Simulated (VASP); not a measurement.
# Sc (Im-3m) in VASP: a series of runs

Sc is run at these levels: PBE; tasks: single point.

All numbers are computed with VASP 6.6.1; they aren't measurements. Logs are shortened: lines on timing, memory, paths and dates and some standing lists are left out, and cuts for length are marked.

## (1) The cell of the first run

The structure is cubic, space group Im-3m (No. 229). The conventional cell has a = 3.678 Å, b = 3.678 Å, c = 3.678 Å, α = 90.00°, β = 90.00°, γ = 90.00°. Within 4.2 Å of Sc (site symmetry m-3m) lie 14 Sc at 3.19 to 3.68 Å.

This isn't the form of Sc at room conditions, which is hcp.

## (2) Single point, PBE

The input, INCAR:

```
ALGO = Normal ; EDIFF = 1E-7
ENCUT = 520 ; GGA = PE
ISIF = 2 ; ISMEAR = -1
LASPH = T ; LCHARG = T
LELF = T ; LREAL = F
LVHAR = T ; LWAVE = F
NBANDS = 12 ; NELM = 80
PREC = Accurate ; SIGMA = 0.06122561905347299
```

The input, KPOINTS:

```
k-points
0
Gamma
  21 21 21
```

The input, POSCAR:

```
Sc
1.0
   -1.8391687526      1.8391687526      1.8391687526
    1.8391687526     -1.8391687526      1.8391687526
    1.8391687526      1.8391687526     -1.8391687526
Sc
1
Direct
    0.0000000000      0.0000000000      0.0000000000
```

Potentials or basis: VASP PAW PBE potentials, release 64 (Sc_sv).

Launch:

```console
$ cat potpaw_PBE.64/Sc_sv/POTCAR > POTCAR
$ mpirun -np 1 vasp_std > vasp.out
```

OUTCAR:

```text
EDIFF = 1E-7
   ENCUT = 520
   GGA = PE
   ISIF = 2
   ISMEAR = -1
   LASPH = T
   LREAL = F
   NELM = 80
   PREC = Accurate

 ion  position               nearest neighbor table
   1  0.000  0.000  0.000-

  LATTYP: Found a body centered cubic cell.
 ALAT       =     3.6783375052

  Lattice vectors:

 A1 = (  -1.8391687526,   1.8391687526,   1.8391687526)
 A2 = (   1.8391687526,  -1.8391687526,   1.8391687526)
 A3 = (   1.8391687526,   1.8391687526,  -1.8391687526)

Analysis of symmetry for initial positions (statically):
=====================================================================
 Subroutine PRICEL returns:
 Original cell was already a primitive cell.

 Routine SETGRP: Setting up the symmetry group for a
 body centered cubic supercell.

 Subroutine GETGRP returns: Found 48 space group operations
 (whereof 48 operations were pure point group operations)
 out of a pool of 48 trial point group operations.

The static configuration has the point symmetry O_h .

Analysis of symmetry for dynamics (positions and initial velocities):
=====================================================================
 Subroutine PRICEL returns:
 Original cell was already a primitive cell.

 Routine SETGRP: Setting up the symmetry group for a
 body centered cubic supercell.

 Subroutine GETGRP returns: Found 48 space group operations
 (whereof 48 operations were pure point group operations)
 out of a pool of 48 trial point group operations.

The dynamic configuration has the point symmetry O_h .

 Subroutine INISYM returns: Found 48 space group operations
 (whereof 48 operations are pure point group operations),
 and found     1 'primitive' translations

----------------------------------------------------------------------------------------

                                     Primitive cell

  volume of cell :      24.8843

  direct lattice vectors                    reciprocal lattice vectors
    -1.839168753  1.839168753  1.839168753     0.000000000  0.271861948  0.271861948
     1.839168753 -1.839168753  1.839168753     0.271861948  0.000000000  0.271861948
     1.839168753  1.839168753 -1.839168753     0.271861948  0.271861948  0.000000000

  length of vectors
     3.185533723  3.185533723  3.185533723     0.384470854  0.384470854  0.384470854

  position of ions in fractional coordinates (direct lattice)
     0.000000000  0.000000000  0.000000000

  ion indices of the primitive-cell ions
   primitive index   ion index
[... 73 lines left out ...]
   EDIFF  = 0.1E-06   stopping-criterion for ELM
   LREAL  =      F    real-space projection
   EDIFFG = 0.1E-05   stopping-criterion for IOM
   NSW    =      0    number of steps for IOM
   IBRION =     -1    ionic relax: 0-MD 1-quasi-New 2-CG
   NFREE  =      0    steps in history (QN), initial steepest desc. (CG)
   ISIF   =      2    stress and relaxation
   ISYM   =      2    0-nonsym 1-usesym 2-fastsym
   POTIM  = 0.5000    time-step for ionic-motion
   TEBEG  =    0.0;   TEEND  =   0.0 temperature during run
   PSTRESS=    0.0 pullay stress
   NELECT =      11.0000    total number of electrons
   NUPDOWN=      -1.0000    fix difference up-down
   EMIN   =  10.00;   EMAX   =-10.00  energy-range for DOS
   EFERMI =   0.00;   METHOD = LEGACY
   ISMEAR =    -1;   SIGMA  =   0.06  broadening in eV -4-tet -1-fermi 0-gaus
   EFERMI_NEDOS =   21; number of points for ismear=-14 and -15
   IALGO  =     38    algorithm
   IMIX   =      4    mixing-type and parameters
     AMIX     =   0.40;   BMIX     =  1.00
     AMIX_MAG =   1.60;   BMIX_MAG =  1.00
  volume/ion in A,a.u.               =      24.88       167.93
  Fermi-wavevector in a.u.,A,eV,Ry     =   1.247089  2.356657 21.160205  1.555231
  Thomas-Fermi vector in A             =   2.381237
   LORBIT       =      0    0 simple, 1 ext, 2 COOP (PROOUT), +10 PAW based schemes
   GGA     = PE    functional components
   LHFCALC =     F    Hartree Fock is set to
   AEXX    =    0.0000 exact exchange contribution
   IVDW    =     0    specifies the selected vdW correction
   LEPSILON=     F    determine dielectric tensor
   LRPA    =     F    only Hartree local field effects (RPA)
 non-spin polarized calculation
  energy-cutoff  :      520.00
  volume of cell :       24.88
 maximum number of plane-waves:       682
   NGX = 11   NGY = 11   NGZ = 11

 number of electron      11.0000001 magnetization

 Free energy of the ion-electron system (eV)
  ---------------------------------------------------
  ext. energy  EPLUGINS =         0.00000000
  ---------------------------------------------------
  free energy    TOTEN  =        -6.16066272 eV

  energy without entropy =       -6.12873325  energy(sigma->0) =       -6.14469799

 E-fermi :   3.7359     XC(G=0):  -9.8444

 val. band max:        3.7337220876   @ k =   0.3333   0.2381   0.0476
 cond. band min:       3.7363552388   @ k =  -0.4286   0.4286   0.1429
 fundamental gap:      0.0026331511
 Fermi energy:         3.7358642182

 k-point     1 :       0.0000    0.0000    0.0000
  band No.  band energies     occupation
      1     -45.8802      2.00000
      2     -24.2934      2.00000
      3     -24.2934      2.00000
      4     -24.2934      2.00000
      5      -1.4820      2.00000
      6       5.1741      0.00000
      7       5.1741      0.00000
      8       5.1741      0.00000
      9       6.5628      0.00000
     10       6.5628      0.00000
     11      17.7798      0.00000
     12      17.7798      0.00000
[... 331 lines left out ...]
 k-point    24 :       0.1905    0.0952   -0.0000
  band No.  band energies     occupation
      1     -45.8495      2.00000
      2     -24.4844      2.00000
      3     -24.3505      2.00000
      4     -24.3053      2.00000
      5       0.0654      2.00000
      6       4.5246      0.00001
      7       4.5761      0.00000
      8       6.2155      0.00000
      9       6.3504      0.00000
     10       6.7233      0.00000
     11      14.8922      0.00000
     12      15.9188      0.00000

 [... further k-points ...]
[... 5 lines left out ...]
  --------------------------------------------------------------------------------------
  -------------------------------------------------------------------------------------
  Total        0.0050092      0.0050092      0.0050092      0.0000000      0.0000000      0.0000000
  in kB        0.3225204      0.3225204      0.3225204      0.0000000      0.0000000      0.0000000
  external PRESSURE =       0.3225204 kB  Pullay stress =       0.0000000 kB

 VOLUME and BASIS-vectors are now :
 -----------------------------------------------------------------------------
  energy-cutoff  :      520.00
  volume of cell :       24.88
      direct lattice vectors                 reciprocal lattice vectors
    -1.839168753  1.839168753  1.839168753     0.000000000  0.271861948  0.271861948
     1.839168753 -1.839168753  1.839168753     0.271861948  0.000000000  0.271861948
     1.839168753  1.839168753 -1.839168753     0.271861948  0.271861948  0.000000000

 POSITION                                       TOTAL-FORCE (eV/Angst)
 -----------------------------------------------------------------------------------
      0.00000      0.00000      0.00000         0.000000      0.000000     -0.000000
 -----------------------------------------------------------------------------------
    total drift:                                0.000000      0.000000      0.000000

  FREE ENERGIE OF THE ION-ELECTRON SYSTEM (eV)
  ---------------------------------------------------
  free  energy   TOTEN  =        -6.1606627223 eV

  energy  without entropy=       -6.1287332522  energy(sigma->0) =       -6.14469799
```

OSZICAR:

```text
N       E                     dE             d eps       ncg     rms          rms(c)
DAV:   1     0.752583482045E+02    0.75258E+02   -0.50548E+03  6880   0.892E+02
DAV:   2    -0.544752499183E+01   -0.80706E+02   -0.79138E+02  6864   0.288E+02
DAV:   3    -0.690583121603E+01   -0.14583E+01   -0.14329E+01  9064   0.508E+01
DAV:   4    -0.693007046776E+01   -0.24239E-01   -0.24220E-01  8576   0.524E+00
DAV:   5    -0.693043118973E+01   -0.36072E-03   -0.36072E-03  8952   0.599E-01    0.530E+00
DAV:   6    -0.624808729631E+01    0.68234E+00   -0.95663E-01 10384   0.144E+01    0.157E+00
DAV:   7    -0.616670682738E+01    0.81380E-01   -0.18430E-01 10720   0.583E+00    0.638E-01
DAV:   8    -0.616182565335E+01    0.48812E-02   -0.20109E-02  7988   0.212E+00    0.219E-01
DAV:   9    -0.616066892792E+01    0.11567E-02   -0.39817E-03  9828   0.908E-01    0.289E-02
DAV:  10    -0.616066510110E+01    0.38268E-05   -0.96702E-05 10472   0.123E-01    0.106E-02
DAV:  11    -0.616066235628E+01    0.27448E-05   -0.71117E-06 10488   0.385E-02    0.104E-03
DAV:  12    -0.616066269430E+01   -0.33803E-06   -0.53354E-08  5324   0.253E-03    0.323E-04
DAV:  13    -0.616066272231E+01   -0.28008E-07   -0.12677E-08  3720   0.127E-03
   1 F= -.61606627E+01 E0= -.61446980E+01  d E =-.319295E-01
```

stdout:

```text
POSCAR found type information on POSCAR Sc
 POSCAR found :  1 types and       1 ions
 scaLAPACK will be used
 LDA part: xc-table for (Slater+PW92), standard interpolation
 POSCAR, INCAR and KPOINTS ok, starting setup
 FFT: planning ... GRIDC
 FFT: planning ... GRID_SOFT
 FFT: planning ... GRID
 WAVECAR not read
 entering main loop
```

Wall time 88 s (1 thread of Oxide Virtual Turin-like, shared host); peak memory 0.17 GiB.

Results:

```yaml
Free_energy: -6.1607 eV
Pressure: 0.0 GPa
Band_gap_on_the_k_mesh: zero (an odd number of electrons rules out a gap without spin polarisation)
```

Levels at points of the mesh, in eV from the Fermi level:
```
           k point  band 2  band 3  band 4  band 5  band 6  band 7  band 8  band 9
(0.00, 0.00, 0.00)  -28.03  -28.03  -28.03   -5.22    1.44    1.44    1.44    2.83
```

## (3) Single point, PBE

This run uses another cell than the first one, of 25.38 Å³/atom.

The input, INCAR:

```
  PREC = Accurate
  ENCUT = 520
  EDIFF = 1E-6
  ISMEAR = -1
  SIGMA = 0.06122561905347299
  LREAL = False
  LASPH = True
  NELM = 100
  ALGO = Normal
  ISIF = 2
  LWAVE = False
  LCHARG = False
  GGA = PE
  NBANDS = 12
```

The input, KPOINTS:

```
regular mesh
0
Gamma
  21 21 21
```

The input, POSCAR:

```
Sc
1.0
   -1.8513490331      1.8513490331      1.8513490331
    1.8513490331     -1.8513490331      1.8513490331
    1.8513490331      1.8513490331     -1.8513490331
Sc
1
Direct
    0.0000000000      0.0000000000      0.0000000000
```

Potentials or basis: VASP PAW PBE potentials, release 64 (Sc_sv).

Launch:

```console
$ cat potpaw_PBE.64/Sc_sv/POTCAR > POTCAR
$ mpirun -np 1 vasp_std > vasp.out
```

Run time: 76 s. Hardware: 1 thread of Oxide Virtual Turin-like, shared host; peak memory 0.16 GiB.

The run converged. Its results:

```
Free energy            : -6.1594 eV
Pressure               : -1.0 GPa
Band gap on the k mesh : zero (an odd number of electrons rules out a gap without spin polarisation)
```

Levels at points of the mesh, in eV from the Fermi level:
| k point | band 1 | band 2 | band 3 | band 4 | band 5 | band 6 | band 7 | band 8 | band 9 | band 10 |
| --- | --- | --- | --- | --- | --- | --- | --- | --- | --- | --- |
| (0.00, 0.00, 0.00) | -49.67 | -28.09 | -28.09 | -28.09 | -5.18 | 1.41 | 1.41 | 1.41 | 2.77 | 2.77 |

## (4) Single point, PBE

This run uses another cell than the first one, of 25.38 Å³/atom.

The input, INCAR:

```
SYSTEM = Sc
PREC = Accurate
ENCUT = 520
EDIFF = 1E-7
ISMEAR = -1
SIGMA = 0.06122561905347299
LREAL = .FALSE.
LASPH = .TRUE.
NELM = 100
ALGO = Normal
ISIF = 2
LWAVE = .FALSE.
LCHARG = .FALSE.
GGA = PE
NBANDS = 12
```

The input, KPOINTS:

```
Automatic mesh
0
G
  21 21 21
  0 0 0
```

POSCAR is that of step 3.

Potentials or basis: VASP PAW PBE potentials, release 64 (Sc_sv).

Launch:

```console
$ cat potpaw_PBE.64/Sc_sv/POTCAR > POTCAR
$ mpirun -np 1 vasp_std > vasp.out
```

OUTCAR:

```text
SYSTEM = Sc
   PREC = Accurate
   ENCUT = 520
   EDIFF = 1E-7
   ISMEAR = -1
   LREAL = .FALSE.
   LASPH = .TRUE.
   NELM = 100
   ISIF = 2
   GGA = PE

 ion  position               nearest neighbor table
   1  0.000  0.000  0.000-

  LATTYP: Found a body centered cubic cell.
 ALAT       =     3.7026980662

  Lattice vectors:

 A1 = (  -1.8513490331,   1.8513490331,   1.8513490331)
 A2 = (   1.8513490331,  -1.8513490331,   1.8513490331)
 A3 = (   1.8513490331,   1.8513490331,  -1.8513490331)

Analysis of symmetry for initial positions (statically):
=====================================================================
 Subroutine PRICEL returns:
 Original cell was already a primitive cell.

 Routine SETGRP: Setting up the symmetry group for a
 body centered cubic supercell.

 Subroutine GETGRP returns: Found 48 space group operations
 (whereof 48 operations were pure point group operations)
 out of a pool of 48 trial point group operations.

The static configuration has the point symmetry O_h .

Analysis of symmetry for dynamics (positions and initial velocities):
[... 164 lines left out ...]
  band No.  band energies     occupation
      1     -46.0494      2.00000
      2     -24.4729      2.00000
      3     -24.4729      2.00000
      4     -24.4729      2.00000
      5      -1.5579      2.00000
      6       5.0298      0.00000
      7       5.0298      0.00000
      8       5.0298      0.00000
      9       6.3849      0.00000
     10       6.3849      0.00000
     11      17.5365      0.00000
     12      17.5365      0.00000
[... 331 lines left out ...]
 k-point    24 :       0.1905    0.0952    0.0000
  band No.  band energies     occupation
      1     -46.0212      2.00000
      2     -24.6511      2.00000
      3     -24.5263      2.00000
      4     -24.4840      2.00000
      5      -0.0339      2.00000
      6       4.3981      0.00001
      7       4.4478      0.00000
      8       6.0472      0.00000
      9       6.1752      0.00000
     10       6.5397      0.00000
     11      14.5877      0.00000
     12      15.6351      0.00000

 [... further k-points ...]

------------------------ aborting loop because EDIFF is reached ----------------------------------------

  FORCE on cell =-STRESS in cart. coord.  units (eV):
  Direction    XX          YY          ZZ          XY          YZ          ZX
  --------------------------------------------------------------------------------------
  -------------------------------------------------------------------------------------
  Total       -0.1564666     -0.1564666     -0.1564666      0.0000000      0.0000000     -0.0000000
  in kB       -9.8765996     -9.8765996     -9.8765996      0.0000000      0.0000000     -0.0000000
  external PRESSURE =      -9.8765996 kB  Pullay stress =       0.0000000 kB

 VOLUME and BASIS-vectors are now :
 -----------------------------------------------------------------------------
  energy-cutoff  :      520.00
  volume of cell :       25.38
      direct lattice vectors                 reciprocal lattice vectors
    -1.851349033  1.851349033  1.851349033     0.000000000  0.270073331  0.270073331
     1.851349033 -1.851349033  1.851349033     0.270073331  0.000000000  0.270073331
     1.851349033  1.851349033 -1.851349033     0.270073331  0.270073331  0.000000000

 POSITION                                       TOTAL-FORCE (eV/Angst)
 -----------------------------------------------------------------------------------
      0.00000      0.00000      0.00000         0.000000      0.000000      0.000000
 -----------------------------------------------------------------------------------
    total drift:                               -0.000000     -0.000000      0.000000

  FREE ENERGIE OF THE ION-ELECTRON SYSTEM (eV)
  ---------------------------------------------------
  free  energy   TOTEN  =        -6.1593553681 eV

  energy  without entropy=       -6.1269039955  energy(sigma->0) =       -6.14312968
```

stdout:

```text
POSCAR found type information on POSCAR Sc
 POSCAR found :  1 types and       1 ions
 scaLAPACK will be used
 LDA part: xc-table for (Slater+PW92), standard interpolation
 POSCAR, INCAR and KPOINTS ok, starting setup
 FFT: planning ... GRIDC
 FFT: planning ... GRID_SOFT
 FFT: planning ... GRID
 WAVECAR not read
 entering main loop
```

It took 82 s on 1 thread of Oxide Virtual Turin-like, shared host; peak memory 0.17 GiB.

Results:

```
Free energy            : -6.1594 eV
Pressure               : -1.0 GPa
Band gap on the k mesh : zero (an odd number of electrons rules out a gap without spin polarisation)
```
